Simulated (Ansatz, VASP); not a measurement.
**Two plane-wave programs on Sn**

File INCAR:

```
PREC = Accurate
ENCUT = 520
EDIFF = 1E-6
ISMEAR = -1
SIGMA = 0.02
LREAL = False
LASPH = True
NELM = 100
ALGO = Normal
ISIF = 2
LWAVE = False
LCHARG = False
GGA = PE
NBANDS = 21
```

KPOINTS

```
Automatic mesh
0
Gamma
  6 6 6
```

The input POSCAR:

```
Sn
1.0
   -0.1094819927      3.1749777876      3.1749777876
    3.1749777876     -0.1094819927      3.1749777876
    3.1749777876      3.1749777876     -0.1094819927
Sn
2
Direct
   -0.0032388387     -0.0032388387     -0.0032388387
    0.2532388387      0.2532388387      0.2532388387
```

Input for Ansatz:

```yaml
crystal:
  lattice:
    - [-0.1094819927, 3.1749777876, 3.1749777876]
    - [3.1749777876, -0.1094819927, 3.1749777876]
    - [3.1749777876, 3.1749777876, -0.1094819927]
  atoms:
    - { symbol: Sn, position: [-0.0032388387, -0.0032388387, -0.0032388387] }
    - { symbol: Sn, position: [0.2532388387, 0.2532388387, 0.2532388387] }
kpoints:
  mp_grid: { grid: [6, 6, 6] }
  band_path:
    path:
      - [0.0, 0.0, 0.0]
      - [0.5, 0.0, 0.5]
      - [0.625, 0.25, 0.625]
      - [0.375, 0.375, 0.75]
      - [0.5, 0.5, 0.5]
      - [0.5, 0.25, 0.75]
      - [-0.027588, 0.0, 0.027588]
    npoints: 1
hamiltonian:
  xc: pbe
scf:
  occupations: { method: fermi_dirac, width: 0.02 }
  n_extra_bands: 4
output:
  forces: true
  stress: true
  eigenvalues: true
  write_density: true
  write_potential: true
  elf: true
  volumetric_format: npy
```

Change from the starting cell: shear_111 strain -5.0%.

Alike in both runs: task single point; functional PBE; k mesh 6 × 6 × 6; occupations fermi-dirac, width 0.02 eV; no spin polarisation.

|  | VASP | Ansatz |
| --- | --- | --- |
| version | VASP 6.6.1 | Ansatz 0.2.0 |
| potentials or method | VASP PAW PBE potentials, release 64 (Sn_d) | plane waves, PAW |
| plane-wave cutoff (eV) | 520 | 420 |
| valence electrons in the cell | 28 | 28 |

```csv
,VASP,Ansatz,Ansatz less VASP
pressure (GPa),4.1,4.1,+0.04
"traceless stress, the component that is largest in VASP (GPa)",0.78,0.78,-0.001
rms of the force components (eV/Å),0.040,0.040,+0.0003
```

Atom by atom the forces differ by 0.000 eV/Å (rms over components).
